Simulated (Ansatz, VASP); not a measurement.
**CdTe in VASP and in Ansatz**

The input INCAR:

```
ALGO = Normal
EDIFF = 1E-7
ENCUT = 520
GGA = PE
ISIF = 2
ISMEAR = 0
LASPH = T
LCHARG = T
LELF = T
LREAL = F
LVHAR = T
LWAVE = F
NBANDS = 16
NELM = 60
PREC = Accurate
SIGMA = 0.02
```

The input KPOINTS:

```
k-points
0
Gamma
  7 7 7
```

File POSCAR:

```
CdTe
1.0
    0.0000000000      3.2050000000      3.2050000000
    3.2050000000      0.0000000000      3.2050000000
    3.2050000000      3.2050000000      0.0000000000
Te Cd
1 1
Direct
    0.7500000000      0.7500000000      0.7500000000
    0.0000000000      0.0000000000      0.0000000000
```

The input input.yaml:

```yaml
crystal:
  lattice:
    - [0.0, 3.205, 3.205]
    - [3.205, 0.0, 3.205]
    - [3.205, 3.205, 0.0]
  atoms:
    - { symbol: Te, position: [0.75, 0.75, 0.75] }
    - { symbol: Cd, position: [0.0, 0.0, 0.0] }
kpoints:
  mp_grid: { grid: [7, 7, 7] }
scf:
  occupations: { method: gaussian, width: 0.02 }
hamiltonian:
  xc: pbe
  pseudopotentials: { kind: all_electron, lapw: { basis_error: 0.001 } }
output:
  forces: true
  stress: true
  eigenvalues: true
```

Alike in both runs: task single point; functional PBE; k mesh 7 × 7 × 7; occupations gaussian, width 0.02 eV; no spin polarisation.

```csv
,VASP,Ansatz
version,VASP 6.6.1,Ansatz 0.2.0
potentials or method,"VASP PAW PBE potentials, release 64 (Te, Cd), cutoff 520 eV","all-electron LAPW, scalar-relativistic"
```

Ansatz gave:

* gap on the k mesh at the Fermi level (eV): 0.87
* least direct gap on the mesh (eV): 0.87
* pressure (GPa): 4.3

**Question.** Estimate VASP's values.

**Answer.** gap on the k mesh at the Fermi level (eV): 0.87; least direct gap on the mesh (eV): 0.87; pressure (GPa): 4.4.

Ansatz ran all-electron here, and VASP with PAW potentials.

Neither program's run includes spin-orbit coupling.
